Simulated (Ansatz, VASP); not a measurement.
TiCo: VASP beside Ansatz

```
Co Ti
1.0
     2.96607    0.00000    0.00000
     0.00000    2.96607    0.00000
     0.00000    0.00000    2.96607
Co Ti
1 1
Direct
  0.50000 0.50000 0.50000
  0.00000 0.00000 0.00000
```

Change from the starting cell: volume scaled by 0.98.

Alike in both runs: task single point; functional LDA; k mesh 9 × 9 × 9; occupations fermi-dirac, width 0.05 eV; collinear spin.

|  | VASP | Ansatz |
| --- | --- | --- |
| version | VASP 6.6.1 | Ansatz 0.2.0 |
| potentials or method | VASP PAW LDA potentials, release 64 (Co, Ti_sv), cutoff 520 eV | all-electron LAPW, scalar-relativistic |

Ansatz gave:

| Property | Result |
| --- | --- |
| gap on the k mesh at the Fermi level (eV) | none |
| pressure (GPa) | -11.7 |
| net moment per atom (μB) | 0.24 |
| size of the moment on the site where the two differ most (μB) | 0.51 |

Q: Estimate VASP's values.

A: gap on the k mesh at the Fermi level (eV): none; pressure (GPa): -12.2; net moment per atom (μB): 0.21; size of the moment on the site where the two differ most (μB): 0.44.

LDA's correlation is that of Perdew and Zunger in VASP and of Perdew and Wang (1992) in Ansatz. Site moments also hang on the region over which each program counts them. A gap of «none» marks a metal or a gap that the smearing closes. Ansatz ran all-electron here, and VASP with PAW potentials.
